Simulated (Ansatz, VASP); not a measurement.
One calculation of SnSe, two programs

```
Sn Se
1.0
     0.00000    2.91330    2.97275
     2.97275    0.00000    2.97275
     2.97275    2.91330    0.00000
Sn Se
1 1
Direct
  0.00000 0.00000 0.00000
  0.50000 0.50000 0.50000
```

Change from the starting cell: strain -0.0200 x Voigt [0, 1, 0, 0, 0, 0], atoms carried along.

Alike in both runs: task single point; functional PBEsol; k mesh 8 × 8 × 8; occupations gaussian, width 0.05 eV; no spin polarisation.

|  | VASP | Ansatz |
| --- | --- | --- |
| version | VASP 6.6.1 | Ansatz 0.2.0 |
| potentials or method | VASP PAW PBE potentials, release 64 (Sn_d, Se), cutoff 520 eV | scalar-relativistic, plane waves, PAW |
| valence electrons in the cell | 20 | 30 |

|  | VASP | Ansatz | Ansatz less VASP |
| --- | --- | --- | --- |
| gap on the k mesh at the Fermi level (eV) | 0.74 | 0.74 | +0.002 |
| least direct gap on the mesh (eV) | 0.86 | 0.86 | -0.001 |
| pressure (GPa) | 1.3 | 1.2 | -0.02 |
| traceless stress, the component that is largest in VASP (GPa) | 2.05 | 2.05 | -0.009 |

VASP's potentials were made for PBE, not for PBEsol. With one functional, cell and mesh, what is left measures potentials, basis and numerics. VASP's potentials hold 20 valence electrons a cell and Ansatz's 30, so a difference there can come from the potentials and not from the codes.
